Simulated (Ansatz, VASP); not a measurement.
# Two plane-wave programs on LiAlF4

```
Li Al F
1.0
     5.82387    0.00000    0.00000
    -2.91193    5.04362    0.00000
     0.00000    0.00000    9.51096
Li Al F
2 2 8
Direct
  0.33333 0.66667 0.95874
  0.66667 0.33333 0.45874
  0.66667 0.33333 0.08376
  0.33333 0.66667 0.58376
  0.98365 0.49182 0.02451
  0.50818 0.49182 0.02451
  0.50818 0.01635 0.02451
  0.33333 0.66667 0.76201
  0.66667 0.33333 0.26201
  0.49182 0.98365 0.52451
  0.49182 0.50818 0.52451
  0.01635 0.50818 0.52451
```

Alike in both runs: functional PBE; k mesh 6 × 6 × 4; occupations gaussian, width 0.02 eV; no spin polarisation.

Ansatz relaxed the structure, and its values are those at the end. VASP's run is a single point on that final structure, the one shown.

|  | VASP | Ansatz |
| --- | --- | --- |
| version | VASP 6.6.1 | Ansatz 0.2.0 |
| potentials or method | VASP PAW PBE potentials, release 64 (Li_sv, Al, F), cutoff 520 eV | scalar-relativistic, plane waves, PAW |
| valence electrons in the cell | 68 | 68 |

|  | VASP | Ansatz | Ansatz less VASP |
| --- | --- | --- | --- |
| gap on the k mesh at the Fermi level (eV) | 7.11 | 7.12 | +0.014 |
| least direct gap on the mesh (eV) | 7.11 | 7.12 | +0.014 |
| rms of the force components (eV/Å) | 0.036 | 0.000 | -0.0352 |

Ansatz's warnings: xc potential rough in thin density.

Noted on VASP's run: the cutoff is short for stress, so the pressure is rough.
